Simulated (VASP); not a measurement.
A run of VASP 6.6.1:

POSCAR

```
Rh
1.0
    0.0000000000      1.9008071574      1.9008071574
    1.9008071574      0.0000000000      1.9008071574
    1.9008071574      1.9008071574      0.0000000000
Rh
1
Direct
    0.0000000000      0.0000000000      0.0000000000
```

Contents of INCAR.step1:

```
SYSTEM = Rh
ALGO = Normal
EDIFF = 1E-4
ENCUT = 520
GGA = PE
ISMEAR = 1
LASPH = .True.
LCHARG = .False.
LREAL = .False.
LWAVE = .True.
NBANDS = 14
NELM = 80
PREC = Accurate
SIGMA = 1.0
```

Contents of INCAR.step2:

```
SYSTEM = Rh
ALGO = Normal
EDIFF = 1E-6
ENCUT = 520
ISIF = 2
ISMEAR = 1
ISTART = 1
LASPH = .True.
LCHARG = .False.
LMIXTAU = .True.
LREAL = .False.
LWAVE = .False.
METAGGA = R2SCAN
NBANDS = 14
NELM = 80
PREC = Accurate
SIGMA = 1.0
```

KPOINTS

```
k-points
0
Gamma
  14 14 14
  0 0 0
```

Potentials or basis: VASP PAW PBE potentials, release 64 (Rh_pv).

Command:

```bash
$ cat potpaw_PBE.64/Rh_pv/POTCAR > POTCAR
$ cp INCAR.step1 INCAR
$ mpirun -np 1 vasp_std > vasp.out
$ cp INCAR.step2 INCAR
$ mpirun -np 1 vasp_std > vasp.out
```

Hardware: 1 thread of AMD EPYC 7R13 (shared host).

Q: How long does it take, and how much memory?

A: Run time: 54 s on 1 thread of AMD EPYC 7R13 (shared host), peak memory 0.14 GiB. Counts: k points 104.
